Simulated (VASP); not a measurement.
# CoO in VASP: a series of runs

CoO is run at these levels: revPBE, PBE, HSE06; tasks: single point.

All numbers are computed with VASP 6.6.1; they aren't measurements. Logs are shortened: lines on timing, memory, paths and dates and some standing lists are left out, and cuts for length are marked.

## (1) The cell of the first run

It takes space group Fm-3m (No. 225, cubic). Conventional cell: a = 4.319 Å, b = 4.319 Å, c = 4.319 Å, α = 90.00°, β = 90.00°, γ = 90.00°. Co (site symmetry m-3m) has 6 O at 2.16 Å within 2.9 Å. O (site symmetry m-3m) has 6 Co at 2.16 Å within 2.9 Å.

## (2) Single point, revPBE, collinear spin, ferromagnetic start

Input file INCAR:

```
SYSTEM = CoO
PREC = Accurate
ENCUT = 600
EDIFF = 1E-6
ISMEAR = -1
SIGMA = 0.05
LREAL = .FALSE.
LASPH = .TRUE.
NELM = 200
ALGO = Normal
ISIF = 2
LWAVE = .FALSE.
LCHARG = .TRUE.
ISPIN = 2
MAGMOM = 2 0
LORBIT = 11
LMAXMIX = 4
GGA = RE
LELF = .TRUE.
LVHAR = .TRUE.
NBANDS = 22
GGA_COMPAT = .FALSE.
```

Input file KPOINTS:

```
Automatic mesh
0
G
  11 11 11
  0 0 0
```

Input file POSCAR:

```
CoO
1.0
    0.0000000000      2.1595492692      2.1595492692
    2.1595492692      0.0000000000      2.1595492692
    2.1595492692      2.1595492692      0.0000000000
Co O
1 1
Direct
    0.0000000000      0.0000000000      0.0000000000
    0.5000000000      0.5000000000      0.5000000000
```

Potentials or basis: VASP PAW PBE potentials, release 64 (Co_sv, O).

On the command line:

```bash
$ cat potpaw_PBE.64/Co_sv/POTCAR potpaw_PBE.64/O/POTCAR > POTCAR
$ mpirun -np 1 vasp_std > vasp.out
```

OUTCAR:

```text
SYSTEM = CoO
   PREC = Accurate
   ENCUT = 600
   EDIFF = 1E-6
   ISMEAR = -1
   LREAL = .FALSE.
   LASPH = .TRUE.
   NELM = 200
   ISIF = 2
   ISPIN = 2
   LORBIT = 11
   GGA = RE

 ion  position               nearest neighbor table
   1  0.000  0.000  0.000-   2 2.16   2 2.16   2 2.16   2 2.16   2 2.16   2 2.16
   2  0.500  0.500  0.500-   1 2.16   1 2.16   1 2.16   1 2.16   1 2.16   1 2.16

  LATTYP: Found a face centered cubic cell.
 ALAT       =     4.3190985384

  Lattice vectors:

 A1 = (   0.0000000000,   2.1595492692,   2.1595492692)
 A2 = (   2.1595492692,   0.0000000000,   2.1595492692)
 A3 = (   2.1595492692,   2.1595492692,   0.0000000000)

Analysis of symmetry for initial positions (statically):
=====================================================================
 Subroutine PRICEL returns:
 Original cell was already a primitive cell.

 Routine SETGRP: Setting up the symmetry group for a
 face centered cubic supercell.

 Subroutine GETGRP returns: Found 48 space group operations
 (whereof 48 operations were pure point group operations)
 out of a pool of 48 trial point group operations.

The static configuration has the point symmetry O_h .

Analysis of symmetry for dynamics (positions and initial velocities):
=====================================================================
 Subroutine PRICEL returns:
 Original cell was already a primitive cell.

 Routine SETGRP: Setting up the symmetry group for a
 face centered cubic supercell.

 Subroutine GETGRP returns: Found 48 space group operations
 (whereof 48 operations were pure point group operations)
 out of a pool of 48 trial point group operations.

The dynamic configuration has the point symmetry O_h .

Analysis of structural, dynamic, and magnetic symmetry:
=====================================================================
 Subroutine PRICEL returns:
 Original cell was already a primitive cell.

 Routine SETGRP: Setting up the symmetry group for a
 face centered cubic supercell.

 Subroutine GETGRP returns: Found 48 space group operations
 (whereof 48 operations were pure point group operations)
 out of a pool of 48 trial point group operations.

The overall configuration has the point symmetry O_h .

 Subroutine INISYM returns: Found 48 space group operations
 (whereof 48 operations are pure point group operations),
 and found     1 'primitive' translations

----------------------------------------------------------------------------------------

[... 107 lines left out ...]
   ISMEAR =    -1;   SIGMA  =   0.05  broadening in eV -4-tet -1-fermi 0-gaus
   EFERMI_NEDOS =   21; number of points for ismear=-14 and -15
   IALGO  =     38    algorithm
   IMIX   =      4    mixing-type and parameters
     AMIX     =   0.40;   BMIX     =  1.00
     AMIX_MAG =   1.60;   BMIX_MAG =  1.00
  volume/ion in A,a.u.               =      10.07        67.97
  Fermi-wavevector in a.u.,A,eV,Ry     =   1.711109  3.233527 39.836414  2.927894
  Thomas-Fermi vector in A             =   2.789284
   LORBIT       =     11    0 simple, 1 ext, 2 COOP (PROOUT), +10 PAW based schemes
   GGA     = RE    functional components
   LHFCALC =     F    Hartree Fock is set to
   AEXX    =    0.0000 exact exchange contribution
   IVDW    =     0    specifies the selected vdW correction
   LEPSILON=     F    determine dielectric tensor
   LRPA    =     F    only Hartree local field effects (RPA)
 spin polarized calculation
  energy-cutoff  :      600.00
  volume of cell :       20.14
 maximum number of plane-waves:       684
   NGX = 13   NGY = 13   NGZ = 13

 number of electron      22.9999981 magnetization       2.9854332

 Free energy of the ion-electron system (eV)
  ---------------------------------------------------
  ext. energy  EPLUGINS =         0.00000000
  ---------------------------------------------------
  free energy    TOTEN  =       -12.40915557 eV

  energy without entropy =      -12.37493450  energy(sigma->0) =      -12.39204504

 E-fermi :   8.4323     XC(G=0): -12.2991

 val. band max:        8.4205479159   @ k =  -0.4545   0.3636   0.1818
 cond. band min:       8.4336627568   @ k =   0.3636   0.2727   0.0909
 fundamental gap:      0.0131148410
 Fermi energy:         8.4323037430

 spin component 1

 k-point     1 :       0.0000    0.0000    0.0000
  band No.  band energies     occupation
      1     -88.6225      1.00000
      2     -51.8163      1.00000
      3     -51.8163      1.00000
      4     -51.8163      1.00000
      5     -11.4954      1.00000
      6       5.1243      1.00000
[... 589 lines left out ...]
     21      35.4521      0.00000
     22      37.2570      0.00000

 [... further k-points ...]

 spin component 2

 k-point     1 :       0.0000    0.0000    0.0000
  band No.  band energies     occupation
      1     -85.4972      1.00000
      2     -48.7529      1.00000
      3     -48.7529      1.00000
      4     -48.7528      1.00000
      5     -10.9802      1.00000
      6       6.0208      1.00000
[... 589 lines left out ...]
     21      36.0510      0.00000
     22      37.8004      0.00000

 [... further k-points ...]
[... 5 lines left out ...]
  --------------------------------------------------------------------------------------
  -------------------------------------------------------------------------------------
  Total       -0.7849704     -0.7849704     -0.7849704     -0.0000000     -0.0000000     -0.0000000
  in kB      -62.4373597    -62.4373597    -62.4373597     -0.0000000     -0.0000000     -0.0000000
  external PRESSURE =     -62.4373597 kB  Pullay stress =       0.0000000 kB

 VOLUME and BASIS-vectors are now :
 -----------------------------------------------------------------------------
  energy-cutoff  :      600.00
  volume of cell :       20.14
      direct lattice vectors                 reciprocal lattice vectors
     0.000000000  2.159549269  2.159549269    -0.231529795  0.231529795  0.231529795
     2.159549269  0.000000000  2.159549269     0.231529795 -0.231529795  0.231529795
     2.159549269  2.159549269  0.000000000     0.231529795  0.231529795 -0.231529795

 POSITION                                       TOTAL-FORCE (eV/Angst)
 -----------------------------------------------------------------------------------
      0.00000      0.00000      0.00000        -0.000000     -0.000000     -0.000000
      2.15955      2.15955      2.15955         0.000000      0.000000      0.000000
 -----------------------------------------------------------------------------------
    total drift:                                0.000000     -0.000000     -0.000000

  FREE ENERGIE OF THE ION-ELECTRON SYSTEM (eV)
  ---------------------------------------------------
  free  energy   TOTEN  =       -12.4091555712 eV

  energy  without entropy=      -12.3749345006  energy(sigma->0) =      -12.39204504

 total charge

# of ion       s       p       d       tot
------------------------------------------
    1        2.136   6.057   6.652  14.844
    2        1.555   3.418   0.000   4.973
--------------------------------------------------
tot          3.691   9.475   6.652  19.818

 magnetization (x)

# of ion       s       p       d       tot
------------------------------------------
    1        0.013   0.009   2.549   2.571
    2        0.027   0.279   0.000   0.307
--------------------------------------------------
tot          0.040   0.289   2.549   2.878
```

stdout:

```text
POSCAR found type information on POSCAR CoO
 POSCAR found :  2 types and       2 ions
 scaLAPACK will be used
 -----------------------------------------------------------------------------
|                                                                             |
|                                                                             |
|     You enforced a specific xc type in the INCAR file but a different       |
|     I HOPE YOU KNOW WHAT YOU ARE DOING!                                     |
|                                                                             |
 -----------------------------------------------------------------------------

 LDA part: xc-table for (Slater+PW92), standard interpolation
 POSCAR, INCAR and KPOINTS ok, starting setup
 FFT: planning ... GRIDC
 FFT: planning ... GRID_SOFT
 FFT: planning ... GRID
 WAVECAR not read
 entering main loop
```

Run time: 70 s. Hardware: 1 thread of Intel Xeon Platinum 8259CL at 2.50GHz (Skylake/Cascade Lake), shared host; peak memory 0.17 GiB.

What came out:

```
Free energy                                           : -12.4092 eV
Pressure                                              : -6.2 GPa
Band gap on the k mesh                                : zero (filled and empty bands overlap)
Net moment                                            : 2.99 μB per cell
Site moments                                          : Co +2.57; O +0.31 μB
Valence electrons inside the program's atomic spheres : Co 14.84; O 4.97
```

Levels at points of the mesh, in eV from the Fermi level:
Spin up:
| k point | band 10 | band 11 | band 12 | band 13 | band 14 | band 15 | band 16 | band 17 |
| --- | --- | --- | --- | --- | --- | --- | --- | --- |
| (0.00, 0.00, 0.00) | -3.07 | -2.99 | -2.99 | -2.99 | 0.75 | 16.69 | 17.74 | 17.74 |
Spin down:
```tsv
k point	band 7	band 8	band 9	band 10	band 11	band 12	band 13	band 14
(0.00, 0.00, 0.00)	-2.41	-2.41	-1.01	-1.01	-1.01	0.21	0.21	1.29
```

Caveat: the cell stands under tension; the PAW data sets were made with another functional, which shifts forces and pressure a little; a cell with one magnetic atom can't hold antiferromagnetic order, which such compounds often take; semilocal functionals often make such compounds metallic where correlation or magnetic order opens a gap, which also shifts bond lengths.

## (3) Single point, PBE, collinear spin, ferromagnetic start (atoms moved at random)

Input file INCAR:

```
SYSTEM = CoO
ALGO     = Normal         ! electronic algorithm
EDIFF    = 1E-7           ! SCF threshold, eV
ENCUT    = 450            ! plane-wave cutoff, eV
ISIF     = 2              ! what is computed and relaxed
ISMEAR   = 0              ! smearing method
ISPIN    = 2              ! spin polarisation
LASPH    = .True.         ! aspherical terms in the spheres
LCHARG   = .False.        ! write CHGCAR
LMAXMIX  = 4              ! l up to which the mixer works
LORBIT   = 11             ! projections on sites
LREAL    = .False.        ! projectors in reciprocal space
LWAVE    = .False.        ! write WAVECAR
MAGMOM   = 2 0            ! initial moments
NELM     = 100            ! most SCF steps
PREC     = Accurate       ! precision mode
SIGMA    = 0.02           ! smearing width, eV
```

Input file KPOINTS:

```
k-points
0
Gamma
  9 9 9
```

Input file POSCAR:

```
CoO
1.0
    0.0000000000      2.1315000000      2.1315000000
    2.1315000000      0.0000000000      2.1315000000
    2.1315000000      2.1315000000      0.0000000000
Co O
1 1
Direct
   -0.0027270000     -0.0009780000     -0.0035640000
    0.4960770000      0.5040300000      0.5015300000
```

Potentials or basis: VASP PAW PBE potentials, release 64 (Co, O).

On the command line:

```bash
$ cat potpaw_PBE.64/Co/POTCAR potpaw_PBE.64/O/POTCAR > POTCAR
$ mpirun -np 1 vasp_std > vasp.out
```

Wall time 2.3 min (1 thread of Intel Xeon Platinum 8259CL at 2.50GHz (Skylake/Cascade Lake), shared host); peak memory 0.25 GiB.

The run converged. Its results:

```yaml
Free_energy: -13.0478 eV
Largest_force: 0.024 eV/Å
Net_moment: 2.93 μB per cell
Site_moments: Co +2.57; O +0.31 μB
Valence_electrons_inside_the_program's_atomic_spheres: Co 7.79; O 4.99
```

Forces in eV/Å, atoms in the order of the input:
```
Co   0.022  0.008  0.008
O   -0.022 -0.008 -0.008
```

Levels at points of the mesh, in eV from the Fermi level:
Spin up:
| k point | band 7 | band 8 | band 9 | band 10 | band 11 | band 12 |
| --- | --- | --- | --- | --- | --- | --- |
| (0.00, 0.00, 0.00) | -3.02 | -3.00 | -2.98 | 0.99 | 16.85 | 18.12 |
Spin down:
```tsv
k point	band 4	band 5	band 6	band 7	band 8	band 9
(0.00, 0.00, 0.00)	-2.54	-1.09	-1.09	-1.08	0.07	0.07
```

Caveat: the cell differs from its parent crystal (atoms moved at random); the cutoff is under 1.25 times the usual one of these potentials, so pressure, stress and relaxed cells hold a basis-set (Pulay) error; a cell with one magnetic atom can't hold antiferromagnetic order, which such compounds often take; semilocal functionals often make such compounds metallic where correlation or magnetic order opens a gap, which also shifts bond lengths.

## (4) Single point, HSE06, collinear spin, ferromagnetic start

This run uses another cell than the first one, of 9.10 Å³/atom.

Input file POSCAR:

```
CoO
1.0
    0.0000000000      2.0879877907      2.0879877907
    2.0879877907      0.0000000000      2.0879877907
    2.0879877907      2.0879877907      0.0000000000
Co O
1 1
Direct
    0.0000000000      0.0000000000      0.0000000000
    0.5000000000      0.5000000000      0.5000000000
```

Input file INCAR.step1:

```
SYSTEM = CoO
PREC = Accurate
ENCUT = 520
EDIFF = 1E-5
ISMEAR = -1
SIGMA = 0.05
LREAL = .False.
LASPH = .True.
NELM = 150
ALGO = Normal
ISIF = 2
LWAVE = .True.
ISPIN = 2
MAGMOM = 2 0
LORBIT = 11
LMAXMIX = 4
GGA = PE
NBANDS = 18
```

Input file INCAR.step2:

```
SYSTEM = CoO
PREC = Accurate
ENCUT = 520
EDIFF = 1E-6
ISMEAR = -1
SIGMA = 0.05
LREAL = .False.
LASPH = .True.
NELM = 150
ALGO = Normal
ISIF = 2
LWAVE = .False.
LCHARG = .True.
ISPIN = 2
MAGMOM = 2 0
LORBIT = 11
LMAXMIX = 4
GGA = PE
LHFCALC = .True.
HFSCREEN = 0.2079
PRECFOCK = Normal
LELF = .True.
LVHAR = .True.
ISTART = 1
NBANDS = 18
```

Input file KPOINTS:

```
Automatic mesh
0
Gamma
  6 6 6
  0 0 0
```

On the command line:

```bash
$ cat potpaw_PBE.64/Co/POTCAR potpaw_PBE.64/O/POTCAR > POTCAR
$ cp INCAR.step1 INCAR
$ mpirun -np 1 vasp_std > vasp.out
$ cp INCAR.step2 INCAR
$ mpirun -np 1 vasp_std > vasp.out
```

Run time: 38 min. Hardware: 1 thread of Intel Xeon 6975P-C (Granite Rapids), shared host; peak memory 0.26 GiB.

It converged, with:

```yaml
Free_energy: -18.0754 eV
Pressure: 4.5 GPa
Band_gap_on_the_k_mesh: zero (filled and empty bands overlap)
Net_moment: 3.00 μB per cell
Site_moments: Co +2.71; O +0.28 μB
Valence_electrons_inside_the_program's_atomic_spheres: Co 7.84; O 5.07
```

Levels at points of the mesh, in eV from the Fermi level:
Spin up:
```csv
k point,band 7,band 8,band 9,band 10,band 11,band 12
"(0.00, 0.00, 0.00)",-3.90,-3.90,-3.90,2.48,18.39,19.92
"(0.50, 0.00, 0.00)",-3.75,-1.05,-1.05,6.34,11.71,15.28
"(0.50, 0.50, 0.00)",-4.78,-4.37,-4.37,7.63,11.92,12.86
```
Spin down:
| k point | band 3 | band 4 | band 5 | band 6 | band 7 | band 8 | band 9 | band 10 |
| --- | --- | --- | --- | --- | --- | --- | --- | --- |
| (0.00, 0.00, 0.00) | -3.01 | -3.01 | -1.75 | -1.75 | -1.75 | 2.43 | 2.43 | 3.03 |
| (0.50, 0.00, 0.00) | -5.28 | -5.28 | -0.35 | -0.35 | 0.44 | 5.54 | 5.54 | 6.53 |
| (0.50, 0.50, 0.00) | -4.53 | -4.53 | -3.09 | 0.35 | 0.35 | 3.11 | 3.78 | 8.51 |

Caveat: the k points lie up to 0.43 Å⁻¹ apart, too coarse for converged energies and pressures of a metal; the PAW data sets were made with another functional, which shifts forces and pressure a little; a cell with one magnetic atom can't hold antiferromagnetic order, which such compounds often take.

## (5) Overview

```tsv
level	potentials or basis	cell	k mesh	cutoff (eV)	smearing	dipole correction	grid for exact exchange (PRECFOCK)	share of exact exchange	screening parameter	gap on the mesh (eV)	pressure (GPa)	moment (μB)
revPBE	VASP PAW PBE potentials, release 64 (Co_sv, O)	a = 3.054 Å, angles 60.0°, 2 atoms, atomic positions A	11 × 11 × 11	600	fermi-dirac 0.05 eV	no	-	-	-	none	-6.2	2.99
PBE	VASP PAW PBE potentials, release 64 (Co, O)	a = 3.014 Å, angles 60.0°, 2 atoms, atomic positions B	9 × 9 × 9	450	gaussian 0.02 eV	-	-	-	-	none	-	2.93
HSE06	VASP PAW PBE potentials, release 64 (Co, O)	a = 2.953 Å, angles 60.0°, 2 atoms, atomic positions A	6 × 6 × 6	520	fermi-dirac 0.05 eV	no	Normal	0.25	0.2079 1/Å	none	4.5	3.00
```

Alike in all rows: task single point; spin collinear, ferromagnetic start.

Caveats: some runs use coarse meshes; a cell with one magnetic atom can't hold antiferromagnetic order, which such compounds often take; the PAW data sets were made with another functional, which shifts forces and pressure a little (at least some runs); semilocal functionals often make such compounds metallic where correlation or magnetic order opens a gap, which also shifts bond lengths (at least some runs); the cell stands under tension (at least some runs); the cutoff is under 1.25 times the usual one of these potentials, so pressure, stress and relaxed cells hold a basis-set (Pulay) error (at least some runs).

Total energies depend on the potentials used, so only differences within one code and one set of settings carry meaning.
